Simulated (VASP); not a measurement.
# ZnAu (P4/mmm) in VASP: single point with r2SCAN

Aim: the single point of ZnAu with r2SCAN.

Everything below comes from runs of VASP 6.6.1. Logs are shortened: lines on timing, memory, paths and dates and some standing lists are left out, and cuts for length are marked.

## Step 1: The cell of the first run

The structure is tetragonal, space group P4/mmm (No. 123). The conventional cell has a = 3.304 Å, b = 3.304 Å, c = 2.990 Å, α = 90.00°, β = 90.00°, γ = 90.00°. Within 3.7 Å of Zn (site symmetry 4/mmm) lie 8 Au at 2.77 Å and 6 Zn at 2.99 to 3.30 Å. Within 3.7 Å of Au (site symmetry 4/mmm) lie 8 Zn at 2.77 Å and 6 Au at 2.99 to 3.30 Å.

## Step 2: Single point, r2SCAN (strain +0.050 along x and y, -0.050 along z)

POSCAR

```
ZnAu
1.0
    3.3043500000      0.0000000000      0.0000000000
    0.0000000000      3.3043500000      0.0000000000
    0.0000000000      0.0000000000      2.9896500000
Zn Au
1 1
Direct
    0.5000000000      0.5000000000      0.5000000000
    0.0000000000      0.0000000000      0.0000000000
```

INCAR.step1

```
SYSTEM = ZnAu
ALGO     = Normal         ! electronic algorithm
EDIFF    = 1E-4           ! SCF threshold, eV
ENCUT    = 520            ! plane-wave cutoff, eV
GGA      = PE             ! functional
ISMEAR   = 0              ! smearing method
LASPH    = .TRUE.         ! aspherical terms in the spheres
LCHARG   = .FALSE.        ! write CHGCAR
LREAL    = .FALSE.        ! projectors in reciprocal space
LWAVE    = .TRUE.         ! write WAVECAR
NBANDS   = 18             ! bands
NELM     = 80             ! most SCF steps
PREC     = Accurate       ! precision mode
SIGMA    = 0.15           ! smearing width, eV
```

INCAR.step2

```
SYSTEM = ZnAu
ALGO     = Normal         ! electronic algorithm
EDIFF    = 1E-6           ! SCF threshold, eV
ENCUT    = 520            ! plane-wave cutoff, eV
ISIF     = 2              ! what is computed and relaxed
ISMEAR   = 0              ! smearing method
ISTART   = 1            
LASPH    = .TRUE.         ! aspherical terms in the spheres
LCHARG   = .FALSE.        ! write CHGCAR
LMIXTAU  = .TRUE.       
LREAL    = .FALSE.        ! projectors in reciprocal space
LWAVE    = .FALSE.        ! write WAVECAR
METAGGA  = R2SCAN         ! meta-GGA
NBANDS   = 18             ! bands
NELM     = 80             ! most SCF steps
PREC     = Accurate       ! precision mode
SIGMA    = 0.15           ! smearing width, eV
```

KPOINTS

```
k-points
0
G
  16 16 16
  0 0 0
```

Potentials or basis: VASP PAW PBE potentials, release 64 (Zn, Au).

The run is started by

```
$ cat potpaw_PBE.64/Zn/POTCAR potpaw_PBE.64/Au/POTCAR > POTCAR
$ cp INCAR.step1 INCAR
$ mpirun -np 1 vasp_std > vasp.out
$ cp INCAR.step2 INCAR
$ mpirun -np 1 vasp_std > vasp.out
```

OUTCAR:

```text
SYSTEM = ZnAu
   EDIFF = 1E-6
   ENCUT = 520
   ISIF = 2
   ISMEAR = 0
   ISTART = 1
   LASPH = .TRUE.
   LREAL = .FALSE.
   METAGGA = R2SCAN
   NELM = 80
   PREC = Accurate

 ion  position               nearest neighbor table
   1  0.500  0.500  0.500-   2 2.77   2 2.77   2 2.77   2 2.77   2 2.77   2 2.77   2 2.77   2 2.77

   2  0.000  0.000  0.000-   1 2.77   1 2.77   1 2.77   1 2.77   1 2.77   1 2.77   1 2.77   1 2.77

  LATTYP: Found a simple tetragonal cell.
 ALAT       =     3.3043500000
 C/A-ratio  =     0.9047619048

  Lattice vectors:

 A1 = (   3.3043500000,   0.0000000000,   0.0000000000)
 A2 = (   0.0000000000,   3.3043500000,   0.0000000000)
 A3 = (   0.0000000000,   0.0000000000,   2.9896500000)

Analysis of symmetry for initial positions (statically):
=====================================================================
 Subroutine PRICEL returns:
 Original cell was already a primitive cell.

 Routine SETGRP: Setting up the symmetry group for a
 simple tetragonal supercell.

 Subroutine GETGRP returns: Found 16 space group operations
 (whereof 16 operations were pure point group operations)
 out of a pool of 16 trial point group operations.

The static configuration has the point symmetry D_4h.

Analysis of symmetry for dynamics (positions and initial velocities):
=====================================================================
 Subroutine PRICEL returns:
 Original cell was already a primitive cell.

 Routine SETGRP: Setting up the symmetry group for a
 simple tetragonal supercell.

 Subroutine GETGRP returns: Found 16 space group operations
 (whereof 16 operations were pure point group operations)
 out of a pool of 16 trial point group operations.

The dynamic configuration has the point symmetry D_4h.

 Subroutine INISYM returns: Found 16 space group operations
 (whereof 16 operations are pure point group operations),
 and found     1 'primitive' translations

----------------------------------------------------------------------------------------

                                     Primitive cell

  volume of cell :      32.6432

  direct lattice vectors                    reciprocal lattice vectors
     3.304350000  0.000000000  0.000000000     0.302631380  0.000000000  0.000000000
     0.000000000  3.304350000  0.000000000     0.000000000  0.302631380  0.000000000
     0.000000000  0.000000000  2.989650000     0.000000000  0.000000000  0.334487315

  length of vectors
     3.304350000  3.304350000  2.989650000     0.302631380  0.302631380  0.334487315

  position of ions in fractional coordinates (direct lattice)
     0.500000000  0.500000000  0.500000000
     0.000000000  0.000000000  0.000000000

  ion indices of the primitive-cell ions
   primitive index   ion index
                 1           1
                 2           2

----------------------------------------------------------------------------------------

 KPOINTS: k-points

Automatic generation of k-mesh.
 Grid dimensions read from file:
 generate k-points for:   16   16   16

 Generating k-lattice:

  Cartesian coordinates                     Fractional coordinates (reciprocal lattice)
     0.018914461  0.000000000  0.000000000     0.062500000  0.000000000  0.000000000
     0.000000000  0.018914461  0.000000000     0.000000000  0.062500000  0.000000000
     0.000000000  0.000000000  0.020905457     0.000000000  0.000000000  0.062500000

  Length of vectors
     0.018914461  0.018914461  0.020905457

  Shift w.r.t. Gamma in fractional coordinates (k-lattice)
     0.000000000  0.000000000  0.000000000

 Subroutine IBZKPT returns following result:
 ===========================================

 Found    405 irreducible k-points:

 Following reciprocal coordinates:
            Coordinates               Weight
  0.000000  0.000000  0.000000      1.000000
  0.062500  0.000000  0.000000      4.000000
  0.125000  0.000000  0.000000      4.000000
  0.187500  0.000000  0.000000      4.000000
  0.250000  0.000000  0.000000      4.000000
  0.312500  0.000000  0.000000      4.000000
[... 16 lines left out ...]
  0.437500  0.125000  0.000000      8.000000
  0.500000  0.125000  0.000000      4.000000
 [... further k-points ...]
   k-points           NKPTS =    405   k-points in BZ     NKDIM =    405   number of bands    NBANDS=     18
   number of dos      NEDOS =    301   number of ions     NIONS =      2
   total plane-waves  NPLWV =  18816
   dimension x,y,z NGX =    28 NGY =   28 NGZ =   24
   dimension x,y,z NGXF=    56 NGYF=   56 NGZF=   48
   ions per type =               1   1
   NGX,Y,Z   is equivalent  to a cutoff of  14.09, 14.09, 13.35 a.u.
   NGXF,Y,Z  is equivalent  to a cutoff of  28.17, 28.17, 26.69 a.u.
 SYSTEM =  ZnAu
   PREC   = accura    normal or accurate (medium, high low for compatibility)
   ISTART =      1    job   : 0-new  1-cont  2-samecut
   ICHARG =      0    charge: 1-file 2-atom 10-const
   ISPIN  =      1    spin polarized calculation?
   LNONCOLLINEAR =      F non collinear calculations
   LSORBIT =      F    spin-orbit coupling
   LASPH  =      T    aspherical Exc in radial PAW
   ENCUT  =  520.0 eV  38.22 Ry    6.18 a.u.   6.14  6.14  5.56*2*pi/ulx,y,z
   NELM   =     80;   NELMIN=  2; NELMDL=  0     # of ELM steps
   EDIFF  = 0.1E-05   stopping-criterion for ELM
   LREAL  =      F    real-space projection
   EDIFFG = 0.1E-04   stopping-criterion for IOM
   NSW    =      0    number of steps for IOM
   IBRION =     -1    ionic relax: 0-MD 1-quasi-New 2-CG
   NFREE  =      0    steps in history (QN), initial steepest desc. (CG)
   ISIF   =      2    stress and relaxation
   ISYM   =      2    0-nonsym 1-usesym 2-fastsym
   POTIM  = 0.5000    time-step for ionic-motion
   TEBEG  =    0.0;   TEEND  =   0.0 temperature during run
   PSTRESS=    0.0 pullay stress
   NELECT =      23.0000    total number of electrons
   NUPDOWN=      -1.0000    fix difference up-down
   EMIN   =  10.00;   EMAX   =-10.00  energy-range for DOS
   EFERMI =   0.00;   METHOD = LEGACY
   ISMEAR =     0;   SIGMA  =   0.15  broadening in eV -4-tet -1-fermi 0-gaus
   EFERMI_NEDOS =   21; number of points for ismear=-14 and -15
   IALGO  =     38    algorithm
   IMIX   =      4    mixing-type and parameters
     AMIX     =   0.40;   BMIX     =  1.00
     AMIX_MAG =   1.60;   BMIX_MAG =  1.00
  volume/ion in A,a.u.               =      16.32       110.14
  Fermi-wavevector in a.u.,A,eV,Ry     =   1.456755  2.752869 28.873417  2.122136
  Thomas-Fermi vector in A             =   2.573637
   LORBIT       =      0    0 simple, 1 ext, 2 COOP (PROOUT), +10 PAW based schemes
   METAGGA = R2SCAN    functional components
   LHFCALC =     F    Hartree Fock is set to
   AEXX    =    0.0000 exact exchange contribution
   IVDW    =     0    specifies the selected vdW correction
   LEPSILON=     F    determine dielectric tensor
   LRPA    =     F    only Hartree local field effects (RPA)
 non-spin polarized calculation
 Gauss-broadening in eV      SIGMA  =   0.15
  energy-cutoff  :      520.00
  volume of cell :       32.64
 maximum number of plane-waves:       912
 NGX is ok and might be reduce to    28
   NGX = 13   NGY = 13   NGZ = 11

 number of electron      23.0000022 magnetization

 Free energy of the ion-electron system (eV)
  ---------------------------------------------------
  ext. energy  EPLUGINS =         0.00000000
  ---------------------------------------------------
  free energy    TOTEN  =       -59.91082397 eV

  energy without entropy =      -59.90611446  energy(sigma->0) =      -59.90846922

 E-fermi :   6.4477     XC(G=0): -13.1103

 val. band max:        6.4433413405   @ k =   0.2500   0.0000   0.0625
 cond. band min:       6.4817441444   @ k =   0.5000   0.3750   0.3750
 fundamental gap:      0.0384028039
 Fermi energy:         6.4476543323

 k-point     1 :       0.0000    0.0000    0.0000
  band No.  band energies     occupation
      1      -4.1512      2.00000
      2      -1.8838      2.00000
      3      -1.8587      2.00000
      4      -1.3661      2.00000
      5      -1.2030      2.00000
      6      -1.2030      2.00000
[... 10 lines left out ...]
     17      19.9161      0.00000
     18      24.4312      0.00000

 k-point     2 :       0.0625    0.0000    0.0000
  band No.  band energies     occupation
      1      -4.0863      2.00000
      2      -1.8722      2.00000
      3      -1.8420      2.00000
      4      -1.3645      2.00000
      5      -1.2031      2.00000
      6      -1.1992      2.00000
[... 10 lines left out ...]
     17      19.8533      0.00000
     18      24.2686      0.00000

 k-point     3 :       0.1250    0.0000    0.0000
  band No.  band energies     occupation
      1      -3.8933      2.00000
      2      -1.8390      2.00000
      3      -1.7940      2.00000
      4      -1.3599      2.00000
      5      -1.2033      2.00000
      6      -1.1884      2.00000
[... 10 lines left out ...]
     17      19.7428      0.00000
     18      23.7203      0.00000

 k-point     4 :       0.1875    0.0000    0.0000
  band No.  band energies     occupation
      1      -3.5788      2.00000
      2      -1.7881      2.00000
      3      -1.7218      2.00000
      4      -1.3520      2.00000
      5      -1.2032      2.00000
      6      -1.1721      2.00000
[... 375 lines left out ...]
      4      -1.2369      2.00000
      5      -1.1399      2.00000
      6      -1.1227      2.00000
[... 10 lines left out ...]
     17      19.7097      0.00000
     18      22.0633      0.00000

 k-point    23 :       0.4375    0.1250    0.0000
  band No.  band energies     occupation
      1      -1.7621      2.00000
      2      -1.6070      2.00000
      3      -1.4022      2.00000
      4      -1.2300      2.00000
      5      -1.1456      2.00000
      6      -0.8770      2.00000
[... 10 lines left out ...]
     17      19.9847      0.00000
     18      20.8623      0.00000

 k-point    24 :       0.5000    0.1250    0.0000
  band No.  band energies     occupation
      1      -1.6461      2.00000
      2      -1.6278      2.00000
      3      -1.3944      2.00000
      4      -1.2267      2.00000
      5      -1.1486      2.00000
      6      -0.7063      2.00000
[... 10 lines left out ...]
     17      20.0230      0.00000
     18      20.2117      0.00000

 [... further k-points ...]
[... 5 lines left out ...]
  --------------------------------------------------------------------------------------
  -------------------------------------------------------------------------------------
  Total       -1.0569891     -1.0569891     -0.7699366      0.0000000     -0.0000000      0.0000000
  in kB      -51.8786486    -51.8786486    -37.7896712      0.0000000     -0.0000000      0.0000000
  external PRESSURE =     -47.1823228 kB  Pullay stress =       0.0000000 kB

 VOLUME and BASIS-vectors are now :
 -----------------------------------------------------------------------------
  energy-cutoff  :      520.00
  volume of cell :       32.64
      direct lattice vectors                 reciprocal lattice vectors
     3.304350000  0.000000000  0.000000000     0.302631380  0.000000000  0.000000000
     0.000000000  3.304350000  0.000000000     0.000000000  0.302631380  0.000000000
     0.000000000  0.000000000  2.989650000     0.000000000  0.000000000  0.334487315

 POSITION                                       TOTAL-FORCE (eV/Angst)
 -----------------------------------------------------------------------------------
      1.65217      1.65217      1.49483         0.000000      0.000000      0.000000
      0.00000      0.00000      0.00000         0.000000      0.000000      0.000000
 -----------------------------------------------------------------------------------
    total drift:                                0.000000      0.000000      0.000000

  FREE ENERGIE OF THE ION-ELECTRON SYSTEM (eV)
  ---------------------------------------------------
  free  energy   TOTEN  =       -59.9108239706 eV

  energy  without entropy=      -59.9061144639  energy(sigma->0) =      -59.90846922
```

Wall time 4.1 min (1 thread of Intel Xeon 6975P-C (Granite Rapids), shared host); peak memory 0.37 GiB.

What came out:

```yaml
Free_energy: -59.9108 eV
Pressure: -4.7 GPa
Band_gap_on_the_k_mesh: zero (an odd number of electrons rules out a gap without spin polarisation)
```

Levels at points of the mesh, in eV from the Fermi level:
| k point | band 10 | band 11 | band 12 | band 13 | band 14 | band 15 |
| --- | --- | --- | --- | --- | --- | --- |
| (0.00, 0.00, 0.00) | -3.83 | -3.83 | 4.19 | 4.19 | 7.39 | 8.19 |
| (0.50, 0.00, 0.00) | -4.59 | -3.93 | -2.99 | 9.93 | 9.95 | 10.35 |
| (0.50, 0.50, 0.00) | -3.64 | -2.20 | -2.20 | -0.14 | 1.88 | 12.42 |
| (0.00, 0.00, 0.50) | -4.79 | -4.21 | -1.62 | 10.47 | 10.79 | 10.79 |
| (0.50, 0.00, 0.50) | -3.25 | -1.77 | -1.52 | 1.21 | 2.71 | 10.12 |
| (0.50, 0.50, 0.50) | -3.10 | 1.70 | 3.57 | 3.64 | 3.98 | 3.98 |

Caveat: the cell differs from its parent crystal (strain +0.050 along x and y, -0.050 along z); the cell stands under tension; the PAW data sets were made with another functional, which shifts forces and pressure a little; spin-orbit coupling is left out, which moves the levels of the heavy elements.

The gap in the log of VASP goes by the Fermi energy; the results here count the filled bands.